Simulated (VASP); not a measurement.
A run of VASP 6.6.1:

File POSCAR:

```
BN
1.0
    2.6291912895      0.0000000000      0.0000000000
   -1.3145956448      2.2769464481      0.0000000000
    0.0000000000      0.0000000000      6.4946700000
B N
2 2
Direct
    0.3333333333      0.6666666667      0.2500000000
    0.6666666667      0.3333333333      0.7500000000
    0.3333333333      0.6666666667      0.7500000000
    0.6666666667      0.3333333333      0.2500000000
```

The input INCAR.step1:

```
  PREC = Accurate
  ENCUT = 520
  ISMEAR = 0
  SIGMA = 0.05
  LREAL = F
  LASPH = T
  NELM = 100
  NBANDS = 16
  GGA = PE
  ALGO = Normal
  EDIFF = 1E-4
  LWAVE = T
  LCHARG = F
```

The input INCAR.step2:

```
  PREC = Accurate
  ENCUT = 520
  EDIFF = 1E-6
  ISMEAR = 0
  SIGMA = 0.05
  LREAL = F
  LASPH = T
  NELM = 100
  ALGO = Normal
  ISIF = 2
  LWAVE = F
  LCHARG = F
  METAGGA = R2SCAN
  LMIXTAU = T
  NBANDS = 16
  ISTART = 1
```

Contents of KPOINTS:

```
Automatic mesh
0
Gamma
  12 12 4
```

Potentials or basis: VASP PAW PBE potentials, release 64 (B, N).

The run is started by

```console
$ cat potpaw_PBE.64/B/POTCAR potpaw_PBE.64/N/POTCAR > POTCAR
$ cp INCAR.step1 INCAR
$ mpirun -np 1 vasp_std > vasp.out
$ cp INCAR.step2 INCAR
$ mpirun -np 1 vasp_std > vasp.out
```

Hardware: 1 thread of Intel Xeon 8259CL, with other jobs on the host.

Estimate the wall time of this run.

It took 2.6 min on 1 thread of Intel Xeon 8259CL, with other jobs on the host, peak memory 0.17 GiB. Counts: k points 57.
